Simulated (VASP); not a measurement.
Here is a VASP 6.6.1 calculation.

The input INCAR:

```
SYSTEM = Sb
ALGO     = Normal         ! electronic algorithm
EDIFF    = 1E-6           ! SCF threshold, eV
ENCUT    = 520            ! plane-wave cutoff, eV
GGA      = PS             ! functional
ISIF     = 2              ! what is computed and relaxed
ISMEAR   = 0              ! smearing method
LASPH    = .True.         ! aspherical terms in the spheres
LCHARG   = .True.         ! write CHGCAR
LELF     = .True.         ! ELF
LREAL    = .False.        ! projectors in reciprocal space
LVHAR    = .True.       
LWAVE    = .False.        ! write WAVECAR
NBANDS   = 8              ! bands
NELM     = 80             ! most SCF steps
PREC     = Accurate       ! precision mode
SIGMA    = 0.1            ! smearing width, eV
```

Contents of KPOINTS:

```
k-points
0
Gamma
  12 12 12
  0 0 0
```

File POSCAR:

```
Sb
1.0
    3.3940296000      0.0000000000      0.0000000000
    0.0000000000      3.1096296000      0.0000000000
    0.0000000000      0.0000000000      3.1096296000
Sb
1
Direct
    0.0000000000      0.0000000000      0.0000000000
```

Potentials or basis: VASP PAW PBE potentials, release 64 (Sb).

Launch:

```bash
$ cat potpaw_PBE.64/Sb/POTCAR > POTCAR
$ mpirun -np 1 vasp_std > vasp.out
```

Problem. Estimate the pressure.

Solution. -5.5 GPa.

Stress tensor (GPa, compression positive):
```
-9.13  0.00  0.00
 0.00 -3.73  0.00
 0.00  0.00 -3.73
```

Caveat: the cell differs from its parent crystal (strained); the PAW data sets were made with another functional, which shifts forces and pressure a little.
